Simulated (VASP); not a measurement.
A run of VASP 6.6.1:

File INCAR:

```
SYSTEM = TiIn2H6
ALGO     = Normal         ! electronic algorithm
EDIFF    = 1E-6           ! SCF threshold, eV
ENCUT    = 520            ! plane-wave cutoff, eV
GGA      = PE             ! functional
ISIF     = 2              ! what is computed and relaxed
ISMEAR   = 0              ! smearing method
LASPH    = .True.         ! aspherical terms in the spheres
LCHARG   = .False.        ! write CHGCAR
LREAL    = .False.        ! projectors in reciprocal space
LWAVE    = .False.        ! write WAVECAR
NBANDS   = 32             ! bands
NELM     = 100            ! most SCF steps
PREC     = Accurate       ! precision mode
SIGMA    = 0.1            ! smearing width, eV
```

KPOINTS

```
k-points
0
Gamma
  4 4 4
  0 0 0
```

File POSCAR:

```
TiIn2H6
1.0
    0.0000000000      4.2751059700      4.2751059700
    4.2751059700      0.0000000000      4.2751059700
    4.2751059700      4.2751059700      0.0000000000
Ti In H
1 2 6
Direct
    0.0000000000      0.0000000000      0.0000000000
    0.2500000000      0.2500000000      0.2500000000
    0.7500000000      0.7500000000      0.7500000000
    0.7564306000      0.2435694000      0.2435694000
    0.2435694000      0.7564306000      0.2435694000
    0.2435694000      0.2435694000      0.7564306000
    0.2435694000      0.7564306000      0.7564306000
    0.7564306000      0.2435694000      0.7564306000
    0.7564306000      0.7564306000      0.2435694000
```

Potentials or basis: VASP PAW PBE potentials, release 64 (Ti_sv, In_d, H).

Run with:

```bash
$ cat potpaw_PBE.64/Ti_sv/POTCAR potpaw_PBE.64/In_d/POTCAR potpaw_PBE.64/H/POTCAR > POTCAR
$ mpirun -np 1 vasp_std > vasp.out
```

Hardware: 1 thread of Intel(R) Xeon(R) Platinum 8375C CPU @ 2.90GHz (Ice Lake), on a shared host.

Question: How long does it take, and how much memory?

Answer: Wall time 70 s on 1 thread of Intel(R) Xeon(R) Platinum 8375C CPU @ 2.90GHz (Ice Lake), with other jobs on the host, peak memory 0.33 GiB. Counts: scf iterations 16, k points 8.
